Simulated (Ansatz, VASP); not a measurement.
**Two plane-wave programs on SiC**

File INCAR:

```
SYSTEM = SiC
PREC     = Accurate       ! precision mode
ENCUT    = 520            ! plane-wave cutoff, eV
EDIFF    = 1E-7           ! SCF threshold, eV
ISMEAR   = 0              ! smearing method
SIGMA    = 0.01           ! smearing width, eV
LREAL    = .FALSE.        ! projectors in reciprocal space
LASPH    = .TRUE.         ! aspherical terms in the spheres
NELM     = 80             ! most SCF steps
ALGO     = Normal         ! electronic algorithm
ISIF     = 2              ! what is computed and relaxed
LWAVE    = .FALSE.        ! write WAVECAR
LCHARG   = .FALSE.        ! write CHGCAR
GGA      = PE             ! functional
NBANDS   = 16             ! bands
```

File KPOINTS:

```
Automatic mesh
0
G
  9 9 4
  0 0 0
```

The input POSCAR:

```
SiC
1.0
    3.0918273652      0.0000000000      0.0000000000
   -1.5459136826      2.6776010424      0.0000000000
    0.0000000000      0.0000000000      5.0742733103
Si C
2 2
Direct
    0.3333333333      0.6666666667     -0.0004133931
    0.6666666667      0.3333333333      0.4995866069
    0.3333333333      0.6666666667      0.3754133931
    0.6666666667      0.3333333333      0.8754133931
```

Input for Ansatz:

```yaml
crystal:
  lattice:
    - [3.0918273652, 0.0, 0.0]
    - [-1.5459136826, 2.6776010424, 0.0]
    - [0.0, 0.0, 5.0742733103]
  atoms:
    - { symbol: Si, position: [0.3333333333, 0.6666666667, -0.0004133931] }
    - { symbol: Si, position: [0.6666666667, 0.3333333333, 0.4995866069] }
    - { symbol: C, position: [0.3333333333, 0.6666666667, 0.3754133931] }
    - { symbol: C, position: [0.6666666667, 0.3333333333, 0.8754133931] }
kpoints:
  mp_grid: { grid: [9, 9, 4] }
hamiltonian:
  xc: pbe
scf:
  occupations: { method: fixed }
  n_extra_bands: 5
output:
  forces: true
  stress: true
  eigenvalues: true
```

Alike in both runs: task single point; functional PBE; k mesh 9 × 9 × 4; no spin polarisation.

|  | VASP | Ansatz |
| --- | --- | --- |
| version | VASP 6.6.1 | Ansatz 0.2.0 |
| potentials or method | VASP PAW PBE potentials, release 64 (Si, C) | plane waves, PAW |
| plane-wave cutoff (eV) | 520 | 420 |
| occupations | gaussian, width 0.01 eV | fixed |
| valence electrons in the cell | 16 | 16 |

|  | VASP | Ansatz | Ansatz less VASP |
| --- | --- | --- | --- |
| gap on the k mesh at the Fermi level (eV) | 2.30 | 2.31 | +0.004 |
| pressure (GPa) | 0.0 | 0.0 | +0.05 |
